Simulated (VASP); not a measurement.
**GaAs: electric field gradients with PBE**

Crystal: GaAs.

```
Ga As
1.0
     0.00000    2.87509    2.87509
     2.87509    0.00000    2.87509
     2.87509    2.87509    0.00000
Ga As
1 1
Cartesian
  0.0000 0.0000 0.0000
  4.3126 4.3126 4.3126
```

```json
{"Program": "VASP 6.6.1", "Task": "electric field gradients", "Functional": "PBE", "Potentials or basis": "VASP PAW PBE potentials, release 64 (Ga_d, As)", "Cutoff": "520 eV", "k mesh": "8 × 8 × 8", "Occupations": "fermi-dirac, width 0.02 eV", "Spin": "no spin polarisation", "Dipole correction": "no", "Further INCAR settings": "ALGO = Normal; EDIFF = 1e-08; NBANDS = 16"}
```

```yaml
Pressure: 0.0 GPa
Band_gap_on_the_k_mesh: 0.14 eV, direct
```

Levels at points of the mesh, in eV from the valence-band top:
| k point | band 5 | band 6 | band 7 | band 8 | band 9 | band 10 | band 11 | band 12 | band 13 | band 14 |
| --- | --- | --- | --- | --- | --- | --- | --- | --- | --- | --- |
| (0.00, 0.00, 0.00) | -14.66 | -12.37 | 0.00 | 0.00 | 0.00 | 0.14 | 3.71 | 3.71 | 3.71 | 7.43 |
| (0.50, 0.00, 0.00) | -14.66 | -10.76 | -6.37 | -1.07 | -1.07 | 0.86 | 4.61 | 4.61 | 7.70 | 10.02 |
| (0.50, 0.50, 0.00) | -14.65 | -10.09 | -6.59 | -2.50 | -2.50 | 1.56 | 1.67 | 9.77 | 9.77 | 10.53 |

Wall time 49 s on 1 thread of AMD EPYC 7R13 (shared host), peak memory 0.15 GiB.

Caveat: without QUAD_EFG the Cq values of the log hold for a quadrupole moment of 1 mb, not for the nuclei.
